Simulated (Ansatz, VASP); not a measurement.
**Two plane-wave programs on AgCl**

The input INCAR:

```
PREC = Accurate
ENCUT = 520
EDIFF = 1E-7
ISMEAR = 0
SIGMA = 0.05
LREAL = F
LASPH = T
NELM = 80
ALGO = Normal
ISIF = 2
LWAVE = F
LCHARG = T
GGA = PE
LELF = T
LVHAR = T
NBANDS = 16
```

File KPOINTS:

```
regular mesh
0
Gamma
  8 8 8
```

The input POSCAR:

```
AgCl
1.0
    0.0000000000      2.8060228508      2.8060228508
    2.8060228508      0.0000000000      2.8060228508
    2.8060228508      2.8060228508      0.0000000000
Ag Cl
1 1
Direct
    0.4925160227      0.5074839773      0.5074839773
    0.0227724446     -0.0227724446     -0.0227724446
```

Input for Ansatz:

```yaml
crystal:
  lattice:
    - [0.0, 2.8060228508, 2.8060228508]
    - [2.8060228508, 0.0, 2.8060228508]
    - [2.8060228508, 2.8060228508, 0.0]
  atoms:
    - { symbol: Ag, position: [0.4925160227, 0.5074839773, 0.5074839773] }
    - { symbol: Cl, position: [0.0227724446, -0.0227724446, -0.0227724446] }
basis:
  ecutwfc: 420
kpoints:
  mp_grid: { grid: [8, 8, 8] }
hamiltonian:
  xc: pbe
scf:
  occupations: { method: gaussian, width: 0.05 }
output:
  forces: true
  stress: true
  eigenvalues: true
```

Change from the starting cell: mode 4 frozen in at -0.128 Å and mode 5 at +0.000 Å (largest displacements).

Alike in both runs: task single point; functional PBE; k mesh 8 × 8 × 8; occupations gaussian, width 0.05 eV; no spin polarisation.

```csv
,VASP,Ansatz
version,VASP 6.6.1,Ansatz 0.2.0
potentials or method,"VASP PAW PBE potentials, release 64 (Ag, Cl), cutoff 520 eV","scalar-relativistic, plane waves, PAW"
valence electrons in the cell,18,26
```

|  | VASP | Ansatz | Ansatz less VASP |
| --- | --- | --- | --- |
| gap on the k mesh at the Fermi level (eV) | 0.95 | 0.96 | +0.003 |
| least direct gap on the mesh (eV) | 2.56 | 2.56 | +0.002 |
| pressure (GPa) | 0.3 | 0.4 | +0.13 |
| traceless stress, the component that is largest in VASP (GPa) | 0.76 | 0.77 | +0.004 |
| rms of the force components (eV/Å) | 0.101 | 0.102 | +0.0016 |

Atom by atom the forces differ by 0.002 eV/Å (rms over components). VASP's potentials hold 18 valence electrons a cell and Ansatz's 26, so a difference there can come from the potentials and not from the codes.
